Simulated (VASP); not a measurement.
# Sb (Im-3m) in VASP: a series of runs

Sb is run at these levels: r2SCAN; tasks: single point.

Everything below comes from runs of VASP 6.6.1. Logs are shortened: lines on timing, memory, paths and dates and some standing lists are left out, and cuts for length are marked.

**1. The cell of the first run**

It takes space group Im-3m (No. 229, cubic). Conventional cell: a = 3.666 Å, b = 3.666 Å, c = 3.666 Å, α = 90.00°, β = 90.00°, γ = 90.00°. Sb (site symmetry m-3m) has 14 Sb at 3.18 to 3.67 Å within 4.2 Å.

**2. Single point, r2SCAN**

POSCAR

```
Sb
1.0
   -1.8331395369      1.8331395369      1.8331395369
    1.8331395369     -1.8331395369      1.8331395369
    1.8331395369      1.8331395369     -1.8331395369
Sb
1
Direct
    0.0000000000      0.0000000000      0.0000000000
```

INCAR.step1

```
PREC = Accurate
ENCUT = 520
ISMEAR = -1
SIGMA = 0.05
LREAL = F
LASPH = T
NELM = 100
NBANDS = 8
GGA = PE
ALGO = Normal
EDIFF = 1E-4
LWAVE = T
LCHARG = F
```

INCAR.step2

```
PREC = Accurate
ENCUT = 520
EDIFF = 1E-6
ISMEAR = -1
SIGMA = 0.05
LREAL = F
LASPH = T
NELM = 100
ALGO = Normal
ISIF = 2
LWAVE = F
LCHARG = T
METAGGA = R2SCAN
LMIXTAU = T
LELF = T
LVHAR = T
NBANDS = 8
ISTART = 1
```

KPOINTS

```
regular mesh
0
Gamma
  10 10 10
```

Potentials or basis: VASP PAW PBE potentials, release 64 (Sb).

Command:

```
$ cat potpaw_PBE.64/Sb/POTCAR > POTCAR
$ cp INCAR.step1 INCAR
$ mpirun -np 1 vasp_std > vasp.out
$ cp INCAR.step2 INCAR
$ mpirun -np 1 vasp_std > vasp.out
```

OUTCAR:

```text
PREC = Accurate
   ENCUT = 520
   EDIFF = 1E-6
   ISMEAR = -1
   LREAL = F
   LASPH = T
   NELM = 100
   ISIF = 2
   METAGGA = R2SCAN
   ISTART = 1

 ion  position               nearest neighbor table
   1  0.000  0.000  0.000-

  LATTYP: Found a body centered cubic cell.
 ALAT       =     3.6662790738

  Lattice vectors:

 A1 = (  -1.8331395369,   1.8331395369,   1.8331395369)
 A2 = (   1.8331395369,  -1.8331395369,   1.8331395369)
 A3 = (   1.8331395369,   1.8331395369,  -1.8331395369)

Analysis of symmetry for initial positions (statically):
=====================================================================
 Subroutine PRICEL returns:
 Original cell was already a primitive cell.

 Routine SETGRP: Setting up the symmetry group for a
 body centered cubic supercell.

 Subroutine GETGRP returns: Found 48 space group operations
 (whereof 48 operations were pure point group operations)
 out of a pool of 48 trial point group operations.

The static configuration has the point symmetry O_h .

Analysis of symmetry for dynamics (positions and initial velocities):
=====================================================================
 Subroutine PRICEL returns:
 Original cell was already a primitive cell.

 Routine SETGRP: Setting up the symmetry group for a
 body centered cubic supercell.

 Subroutine GETGRP returns: Found 48 space group operations
 (whereof 48 operations were pure point group operations)
 out of a pool of 48 trial point group operations.

The dynamic configuration has the point symmetry O_h .

 Subroutine INISYM returns: Found 48 space group operations
 (whereof 48 operations are pure point group operations),
 and found     1 'primitive' translations

----------------------------------------------------------------------------------------

                                     Primitive cell

  volume of cell :      24.6403

  direct lattice vectors                    reciprocal lattice vectors
    -1.833139537  1.833139537  1.833139537     0.000000000  0.272756105  0.272756105
     1.833139537 -1.833139537  1.833139537     0.272756105  0.000000000  0.272756105
     1.833139537  1.833139537 -1.833139537     0.272756105  0.272756105  0.000000000

  length of vectors
     3.175090815  3.175090815  3.175090815     0.385735383  0.385735383  0.385735383

  position of ions in fractional coordinates (direct lattice)
     0.000000000  0.000000000  0.000000000

  ion indices of the primitive-cell ions
   primitive index   ion index
                 1           1

----------------------------------------------------------------------------------------

 KPOINTS: regular mesh

Automatic generation of k-mesh.
 Grid dimensions read from file:
 generate k-points for:   10   10   10

 Generating k-lattice:

  Cartesian coordinates                     Fractional coordinates (reciprocal lattice)
     0.000000000  0.027275610  0.027275610     0.100000000  0.000000000  0.000000000
     0.027275610  0.000000000  0.027275610     0.000000000  0.100000000  0.000000000
     0.027275610  0.027275610  0.000000000     0.000000000  0.000000000  0.100000000

  Length of vectors
     0.038573538  0.038573538  0.038573538

  Shift w.r.t. Gamma in fractional coordinates (k-lattice)
     0.000000000  0.000000000  0.000000000

 Subroutine IBZKPT returns following result:
 ===========================================

 Found     47 irreducible k-points:

 Following reciprocal coordinates:
            Coordinates               Weight
  0.000000  0.000000  0.000000      1.000000
  0.100000  0.000000  0.000000     12.000000
  0.200000  0.000000  0.000000     12.000000
  0.300000  0.000000  0.000000     12.000000
  0.400000  0.000000  0.000000     12.000000
  0.500000  0.000000  0.000000      6.000000
[... 16 lines left out ...]
  0.300000  0.300000  0.100000      8.000000
 -0.300000  0.300000  0.100000     24.000000
 [... further k-points ...]
   k-points           NKPTS =     47   k-points in BZ     NKDIM =     47   number of bands    NBANDS=      8
   number of dos      NEDOS =    301   number of ions     NIONS =      1
   total plane-waves  NPLWV =  13824
   dimension x,y,z NGX =    24 NGY =   24 NGZ =   24
   dimension x,y,z NGXF=    48 NGYF=   48 NGZF=   48
   ions per type =               1
   NGX,Y,Z   is equivalent  to a cutoff of  12.57, 12.57, 12.57 a.u.
   NGXF,Y,Z  is equivalent  to a cutoff of  25.13, 25.13, 25.13 a.u.
 SYSTEM =  unknown system
   PREC   = accura    normal or accurate (medium, high low for compatibility)
   ISTART =      1    job   : 0-new  1-cont  2-samecut
   ICHARG =      0    charge: 1-file 2-atom 10-const
   ISPIN  =      1    spin polarized calculation?
   LNONCOLLINEAR =      F non collinear calculations
   LSORBIT =      F    spin-orbit coupling
   LASPH  =      T    aspherical Exc in radial PAW
   ENCUT  =  520.0 eV  38.22 Ry    6.18 a.u.   5.90  5.90  5.90*2*pi/ulx,y,z
   NELM   =    100;   NELMIN=  2; NELMDL=  0     # of ELM steps
   EDIFF  = 0.1E-05   stopping-criterion for ELM
   LREAL  =      F    real-space projection
   EDIFFG = 0.1E-04   stopping-criterion for IOM
   NSW    =      0    number of steps for IOM
   IBRION =     -1    ionic relax: 0-MD 1-quasi-New 2-CG
   NFREE  =      0    steps in history (QN), initial steepest desc. (CG)
   ISIF   =      2    stress and relaxation
   ISYM   =      2    0-nonsym 1-usesym 2-fastsym
   POTIM  = 0.5000    time-step for ionic-motion
   TEBEG  =    0.0;   TEEND  =   0.0 temperature during run
   PSTRESS=    0.0 pullay stress
   NELECT =       5.0000    total number of electrons
   NUPDOWN=      -1.0000    fix difference up-down
   EMIN   =  10.00;   EMAX   =-10.00  energy-range for DOS
   EFERMI =   0.00;   METHOD = LEGACY
   ISMEAR =    -1;   SIGMA  =   0.05  broadening in eV -4-tet -1-fermi 0-gaus
   EFERMI_NEDOS =   21; number of points for ismear=-14 and -15
   IALGO  =     38    algorithm
   IMIX   =      4    mixing-type and parameters
     AMIX     =   0.40;   BMIX     =  1.00
     AMIX_MAG =   1.60;   BMIX_MAG =  1.00
  volume/ion in A,a.u.               =      24.64       166.28
  Fermi-wavevector in a.u.,A,eV,Ry     =   0.962017  1.817948 12.591869  0.925476
  Thomas-Fermi vector in A             =   2.091439
   LORBIT       =      0    0 simple, 1 ext, 2 COOP (PROOUT), +10 PAW based schemes
   METAGGA = R2SCAN    functional components
   LHFCALC =     F    Hartree Fock is set to
   AEXX    =    0.0000 exact exchange contribution
   IVDW    =     0    specifies the selected vdW correction
   LEPSILON=     F    determine dielectric tensor
   LRPA    =     F    only Hartree local field effects (RPA)
 non-spin polarized calculation
  energy-cutoff  :      520.00
  volume of cell :       24.64
 maximum number of plane-waves:       682
   NGX = 11   NGY = 11   NGZ = 11

 number of electron       5.0000001 magnetization

 Free energy of the ion-electron system (eV)
  ---------------------------------------------------
  ext. energy  EPLUGINS =         0.00000000
  ---------------------------------------------------
  free energy    TOTEN  =       -25.28352639 eV

  energy without entropy =      -25.27514497  energy(sigma->0) =      -25.27933568

 E-fermi :   9.5965     XC(G=0): -11.2011

 val. band max:        9.5892622490   @ k =   0.3000   0.1000   0.1000
 cond. band min:       9.6588067546   @ k =   0.2000   0.2000   0.0000
 fundamental gap:      0.0695445056
 Fermi energy:         9.5965296327

 k-point     1 :       0.0000    0.0000    0.0000
  band No.  band energies     occupation
      1      -4.6172      2.00000
      2      16.1575      0.00000
      3      16.1575      0.00000
      4      16.1575      0.00000
      5      20.9196      0.00000
      6      20.9196      0.00000
      7      20.9196      0.00000
      8      22.3119      0.00000

 k-point     2 :       0.1000    0.0000    0.0000
  band No.  band energies     occupation
      1      -4.3766      2.00000
      2      14.3923      0.00000
      3      15.3235      0.00000
      4      15.9323      0.00000
      5      19.8086      0.00000
      6      19.8919      0.00000
      7      21.6763      0.00000
      8      21.9780      0.00000

 k-point     3 :       0.2000    0.0000    0.0000
  band No.  band energies     occupation
      1      -3.6575      2.00000
      2      11.0768      0.00000
      3      13.8693      0.00000
      4      15.3376      0.00000
      5      18.5745      0.00000
      6      18.5779      0.00000
      7      21.6576      0.00000
      8      22.7187      0.00000

 k-point     4 :       0.3000    0.0000    0.0000
  band No.  band energies     occupation
      1      -2.4757      2.00000
      2       7.7189      2.00000
      3      12.6122      0.00000
      4      14.6500      0.00000
      5      17.6568      0.00000
      6      17.6784      0.00000
      7      22.4375      0.00000
      8      23.5821      0.00000

 k-point     5 :       0.4000    0.0000    0.0000
  band No.  band energies     occupation
      1      -0.9119      2.00000
      2       4.7758      2.00000
      3      11.7970      0.00000
      4      14.1448      0.00000
      5      17.1183      0.00000
      6      17.1409      0.00000
      7      23.7504      0.00000
      8      24.7527      0.00000
[... 177 lines left out ...]
 k-point    22 :      -0.2000    0.2000    0.1000
  band No.  band energies     occupation
      1      -3.4183      2.00000
      2      11.1926      0.00000
      3      13.0467      0.00000
      4      14.0677      0.00000
      5      18.1447      0.00000
      6      19.7017      0.00000
      7      20.5607      0.00000
      8      23.2261      0.00000

 k-point    23 :       0.3000    0.3000    0.1000
  band No.  band energies     occupation
      1       1.3555      2.00000
      2       5.4396      2.00000
      3       5.4396      2.00000
      4       9.7152      0.17054
      5      22.4844      0.00000
      6      24.1770      0.00000
      7      24.1770      0.00000
      8      26.8671      0.00000

 k-point    24 :      -0.3000    0.3000    0.1000
  band No.  band energies     occupation
      1      -2.2391      2.00000
      2       7.9092      2.00000
      3      11.8199      0.00000
      4      13.5464      0.00000
      5      18.0693      0.00000
      6      18.7902      0.00000
      7      20.3295      0.00000
      8      25.7797      0.00000

 [... further k-points ...]
[... 5 lines left out ...]
  --------------------------------------------------------------------------------------
  -------------------------------------------------------------------------------------
  Total        1.1453246      1.1453246      1.1453246      0.0000000     -0.0000000      0.0000000
  in kB       74.4719296     74.4719296     74.4719296      0.0000000     -0.0000000      0.0000000
  external PRESSURE =      74.4719296 kB  Pullay stress =       0.0000000 kB

 VOLUME and BASIS-vectors are now :
 -----------------------------------------------------------------------------
  energy-cutoff  :      520.00
  volume of cell :       24.64
      direct lattice vectors                 reciprocal lattice vectors
    -1.833139537  1.833139537  1.833139537     0.000000000  0.272756105  0.272756105
     1.833139537 -1.833139537  1.833139537     0.272756105  0.000000000  0.272756105
     1.833139537  1.833139537 -1.833139537     0.272756105  0.272756105  0.000000000

 POSITION                                       TOTAL-FORCE (eV/Angst)
 -----------------------------------------------------------------------------------
      0.00000      0.00000      0.00000         0.000000      0.000000      0.000000
 -----------------------------------------------------------------------------------
    total drift:                                0.000000      0.000000      0.000000

  FREE ENERGIE OF THE ION-ELECTRON SYSTEM (eV)
  ---------------------------------------------------
  free  energy   TOTEN  =       -25.2835263852 eV

  energy  without entropy=      -25.2751449739  energy(sigma->0) =      -25.27933568
```

Run time: 21 s. Hardware: 1 thread of Intel Xeon 6975P-C, shared host; peak memory 0.14 GiB.

What came out:

- Free energy: -25.2835 eV
- Pressure: 7.4 GPa

Levels at points of the mesh, in eV from the Fermi level:
```csv
k point,band 1,band 2,band 3,band 4,band 5,band 6
"(0.00, 0.00, 0.00)",-14.21,6.56,6.56,6.56,11.32,11.32
"(0.50, 0.00, 0.00)",-9.32,-6.48,1.92,4.37,7.35,7.37
"(0.50, 0.50, 0.50)",-5.12,-2.41,-2.41,-2.41,3.15,3.15
```

Caveat: the PAW data sets were made with another functional, which shifts forces and pressure a little; spin-orbit coupling is left out, which moves the levels of the heavy elements.

**3. Single point, r2SCAN**

This run uses another cell than the first one, of 25.16 Å³/atom, 1.021 times its volume.

POSCAR

```
Sb
1.0
   -1.8460493956      1.8460493956      1.8460493956
    1.8460493956     -1.8460493956      1.8460493956
    1.8460493956      1.8460493956     -1.8460493956
Sb
1
Direct
    0.0000000000      0.0000000000      0.0000000000
```

INCAR.step1

```
SYSTEM = Sb
ALGO = Normal ; EDIFF = 1E-4
ENCUT = 520 ; GGA = PE
ISMEAR = -1 ; LASPH = .TRUE.
LCHARG = .FALSE. ; LREAL = .FALSE.
LWAVE = .TRUE. ; NBANDS = 8
NELM = 60 ; PREC = Accurate
SIGMA = 0.05
```

INCAR.step2

```
SYSTEM = Sb
ALGO = Normal ; EDIFF = 1E-6
ENCUT = 520 ; ISIF = 2
ISMEAR = -1 ; ISTART = 1
LASPH = .TRUE. ; LCHARG = .FALSE.
LMIXTAU = .TRUE. ; LREAL = .FALSE.
LWAVE = .FALSE. ; METAGGA = R2SCAN
NBANDS = 8 ; NELM = 60
PREC = Accurate ; SIGMA = 0.05
```

KPOINTS

```
k-points
0
G
  10 10 10
  0 0 0
```

Potentials or basis: VASP PAW PBE potentials, release 64 (Sb).

Command:

```
$ cat potpaw_PBE.64/Sb/POTCAR > POTCAR
$ cp INCAR.step1 INCAR
$ mpirun -np 1 vasp_std > vasp.out
$ cp INCAR.step2 INCAR
$ mpirun -np 1 vasp_std > vasp.out
```

Run time: 21 s. Hardware: 1 thread of Intel Xeon 6975P-C, shared host; peak memory 0.14 GiB.

The run converged. Its results:

```
Free energy : -25.3048 eV
Pressure    : 5.6 GPa
```

Levels at points of the mesh, in eV from the Fermi level:
| k point | band 1 | band 2 | band 3 | band 4 | band 5 | band 6 | band 7 | band 8 |
| --- | --- | --- | --- | --- | --- | --- | --- | --- |
| (0.00, 0.00, 0.00) | -14.02 | 6.37 | 6.37 | 6.37 | 11.24 | 11.24 | 11.24 | 12.71 |
| (0.50, 0.00, 0.00) | -9.27 | -6.33 | 1.87 | 4.29 | 7.27 | 7.34 | 15.23 | 16.34 |
| (0.50, 0.50, 0.50) | -5.24 | -2.36 | -2.36 | -2.36 | 3.21 | 3.21 | 18.79 | 18.79 |

Caveat: the PAW data sets were made with another functional, which shifts forces and pressure a little; spin-orbit coupling is left out, which moves the levels of the heavy elements.

[end of part 1 of 2]
